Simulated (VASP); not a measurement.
Mg: single point with PBE

Mg:

```
Mg
1.0
     2.95253    0.00000    0.00000
    -1.47626    2.55697    0.00000
     0.00000    0.00000    4.79350
Mg
2
Direct
  0.33333 0.66667 0.25000
  0.66667 0.33333 0.75000
```

This cell differs from its parent crystal: strain -0.080 along x and y, -0.080 along z.

- Program: VASP 6.6.1
- Task: single point
- Functional: PBE
- Potentials or basis: VASP PAW PBE potentials, release 64 (Mg)
- Cutoff: 520 eV
- k mesh: 18 × 18 × 10
- Occupations: gaussian, width 0.15 eV
- Spin: no spin polarisation

```
Pressure               : 13.7 GPa
Band gap on the k mesh : zero (bands 2 and 3 overlap by 2.19 eV)
```

Stress tensor (GPa, compression positive):
```
13.82  0.00  0.00
 0.00 13.82  0.00
 0.00  0.00 13.32
```

Levels at points of the mesh, in eV from the Fermi level:
```tsv
k point	band 1	band 2	band 3	band 4	band 5	band 6	band 7
(0.00, 0.00, 0.00)	-8.01	-2.08	-1.22	12.39	12.39	13.03	13.03
(0.50, 0.00, 0.00)	-2.57	-2.34	3.06	3.10	4.04	4.28	8.24
(0.00, 0.00, 0.50)	-6.39	-6.39	5.79	5.79	13.16	13.16	13.16
(0.50, 0.00, 0.50)	-1.36	-1.36	-0.37	-0.37	8.85	8.85	9.52
```

Wall time 14 s on 1 thread of Intel(R) Xeon(R) 6975P-C (Granite Rapids), with other jobs on the host, peak memory 0.2 GiB.

Caveat: the cell differs from its parent crystal (strain -0.080 along x and y, -0.080 along z); the cell stands under pressure.
